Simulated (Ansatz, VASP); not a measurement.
# One calculation of NaCl, two programs

Contents of INCAR:

```
SYSTEM = NaCl
ALGO = Normal
EDIFF = 1E-6
ENCUT = 500
GGA = PE
GGA_COMPAT = .FALSE.
ISIF = 2
ISMEAR = 0
LASPH = .TRUE.
LCHARG = .FALSE.
LREAL = .FALSE.
LWAVE = .FALSE.
NBANDS = 14
NELM = 120
PREC = Accurate
SIGMA = 0.018000000000000002
```

File KPOINTS:

```
k-points
0
G
  8 8 8
  0 0 0
```

The input POSCAR:

```
NaCl
1.0
    0.0000000000      2.7940632177      2.7940632177
    2.7940632177      0.0000000000      2.7940632177
    2.7940632177      2.7940632177      0.0000000000
Cl Na
1 1
Direct
    0.5000000000      0.5000000000      0.5000000000
    0.0000000000      0.0000000000      0.0000000000
```

The input input.yaml:

```yaml
crystal:
  lattice:
    - [0.0, 2.7940632177, 2.7940632177]
    - [2.7940632177, 0.0, 2.7940632177]
    - [2.7940632177, 2.7940632177, 0.0]
  atoms:
    - { symbol: Cl, position: [0.5, 0.5, 0.5] }
    - { symbol: Na, position: [0.0, 0.0, 0.0] }
kpoints:
  mp_grid: { grid: [8, 8, 8] }
scf:
  occupations: { method: gaussian, width: 0.018 }
hamiltonian:
  xc: pbe
  pseudopotentials: { kind: all_electron, lapw: { basis_error: 0.001 } }
output:
  forces: true
  stress: true
  eigenvalues: true
```

Alike in both runs: task single point; functional PBE; k mesh 8 × 8 × 8; occupations gaussian, width 0.018 eV; no spin polarisation.

|  | VASP | Ansatz |
| --- | --- | --- |
| version | VASP 6.6.1 | Ansatz 0.2.0 |
| potentials or method | VASP PAW PBE potentials, release 64 (Cl, Na_pv), cutoff 500 eV | all-electron LAPW, scalar-relativistic |

```csv
,VASP,Ansatz,Ansatz less VASP
gap on the k mesh at the Fermi level (eV),5.22,5.22,+0.001
least direct gap on the mesh (eV),5.22,5.22,+0.001
pressure (GPa),1.5,1.6,+0.07
```

Ansatz ran all-electron here, and VASP with PAW potentials.
